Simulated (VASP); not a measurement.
A run of VASP 6.6.1 is set up as follows.

Contents of INCAR:

```
PREC = Accurate
ENCUT = 520
EDIFF = 1E-6
ISMEAR = -1
SIGMA = 0.01
LREAL = Auto
LASPH = T
NELM = 80
ALGO = Normal
ISIF = 2
LWAVE = F
LCHARG = F
GGA = PE
IBRION = 2
NSW = 60
EDIFFG = -0.03
NELECT = 262.0
LUSENCCL = F
```

Contents of KPOINTS:

```
Automatic mesh
0
Gamma
  3 3 3
```

Contents of POSCAR:

```
Li27F26
1.0
    0.0000000000      6.0420000000      6.0420000000
    6.0420000000      0.0000000000      6.0420000000
    6.0420000000      6.0420000000      0.0000000000
Li F
27 26
Direct
    0.0000000000      0.0000000000      0.0000000000
    0.0000000000      0.0000000000      0.3333333333
    0.0000000000      0.0000000000      0.6666666667
    0.0000000000      0.3333333333      0.0000000000
    0.0000000000      0.3333333333      0.3333333333
    0.0000000000      0.3333333333      0.6666666667
    0.0000000000      0.6666666667      0.0000000000
    0.0000000000      0.6666666667      0.3333333333
    0.0000000000      0.6666666667      0.6666666667
    0.3333333333      0.0000000000      0.0000000000
    0.3333333333      0.0000000000      0.3333333333
    0.3333333333      0.0000000000      0.6666666667
    0.3333333333      0.3333333333      0.0000000000
    0.3333333333      0.3333333333      0.3333333333
    0.3333333333      0.3333333333      0.6666666667
    0.3333333333      0.6666666667      0.0000000000
    0.3333333333      0.6666666667      0.3333333333
    0.3333333333      0.6666666667      0.6666666667
    0.6666666667      0.0000000000      0.0000000000
    0.6666666667      0.0000000000      0.3333333333
    0.6666666667      0.0000000000      0.6666666667
    0.6666666667      0.3333333333      0.0000000000
    0.6666666667      0.3333333333      0.3333333333
    0.6666666667      0.3333333333      0.6666666667
    0.6666666667      0.6666666667      0.0000000000
    0.6666666667      0.6666666667      0.3333333333
    0.6666666667      0.6666666667      0.6666666667
    0.1666666667      0.1666666667      0.5000000000
    0.1666666667      0.1666666667      0.8333333333
    0.1666666667      0.5000000000      0.1666666667
    0.1666666667      0.5000000000      0.5000000000
    0.1666666667      0.5000000000      0.8333333333
    0.1666666667      0.8333333333      0.1666666667
    0.1666666667      0.8333333333      0.5000000000
    0.1666666667      0.8333333333      0.8333333333
    0.5000000000      0.1666666667      0.1666666667
    0.5000000000      0.1666666667      0.5000000000
    0.5000000000      0.1666666667      0.8333333333
    0.5000000000      0.5000000000      0.1666666667
    0.5000000000      0.5000000000      0.5000000000
    0.5000000000      0.5000000000      0.8333333333
    0.5000000000      0.8333333333      0.1666666667
    0.5000000000      0.8333333333      0.5000000000
    0.5000000000      0.8333333333      0.8333333333
    0.8333333333      0.1666666667      0.1666666667
    0.8333333333      0.1666666667      0.5000000000
    0.8333333333      0.1666666667      0.8333333333
    0.8333333333      0.5000000000      0.1666666667
    0.8333333333      0.5000000000      0.5000000000
    0.8333333333      0.5000000000      0.8333333333
    0.8333333333      0.8333333333      0.1666666667
    0.8333333333      0.8333333333      0.5000000000
    0.8333333333      0.8333333333      0.8333333333
```

Potentials or basis: VASP PAW PBE potentials, release 64 (Li_sv, F).

Run with:

```bash
$ cat potpaw_PBE.64/Li_sv/POTCAR potpaw_PBE.64/F/POTCAR > POTCAR
$ mpirun -np 1 vasp_std > vasp.out
```

Problem. Estimate the energy gained by relaxing.

Solution. 22.7 meV/atom.

Forces in eV/Å, atoms in the order of the input:
```
Li  -0.002 -0.002 -0.002
Li   0.000  0.000  0.016
Li   0.002  0.002 -0.002
Li   0.000  0.016  0.000
Li  -0.016  0.000  0.000
Li  -0.004  0.004  0.000
Li   0.002 -0.002  0.002
Li  -0.004  0.000  0.004
Li   0.000  0.004  0.004
Li   0.016  0.000  0.000
Li   0.000 -0.016  0.000
Li   0.004 -0.004  0.000
Li   0.000  0.000 -0.016
Li   0.002  0.002  0.002
Li  -0.002 -0.002  0.002
Li   0.004  0.000 -0.004
Li  -0.002  0.002 -0.002
Li   0.000 -0.004 -0.004
Li  -0.002  0.002  0.002
Li   0.000 -0.004  0.004
Li   0.004  0.000  0.004
Li   0.000  0.004 -0.004
Li   0.002 -0.002 -0.002
Li  -0.004  0.000 -0.004
Li   0.004  0.004  0.000
Li  -0.004 -0.004  0.000
Li   0.000  0.000  0.000
F    0.015  0.015  0.000
F   -0.015 -0.015  0.000
F    0.015  0.000  0.015
F    0.007 -0.007 -0.007
F    0.000 -0.015  0.015
F   -0.015  0.000 -0.015
F    0.000  0.015 -0.015
F   -0.007  0.007  0.007
F    0.000  0.015  0.015
F   -0.007  0.007 -0.007
F   -0.015  0.000  0.015
F   -0.007 -0.007  0.007
F    0.007  0.007  0.007
F    0.000  0.000  0.006
F   -0.015  0.015  0.000
F    0.000  0.006  0.000
F   -0.006  0.000  0.000
F    0.000 -0.015 -0.015
F    0.015  0.000 -0.015
F    0.007 -0.007  0.007
F    0.015 -0.015  0.000
F    0.006  0.000  0.000
F    0.000 -0.006  0.000
F    0.007  0.007 -0.007
F    0.000  0.000 -0.006
F   -0.007 -0.007 -0.007
```

Caveat: the cell carries a net charge on a neutralising background, which shifts energy and pressure; the cell differs from its parent crystal (atoms taken out).
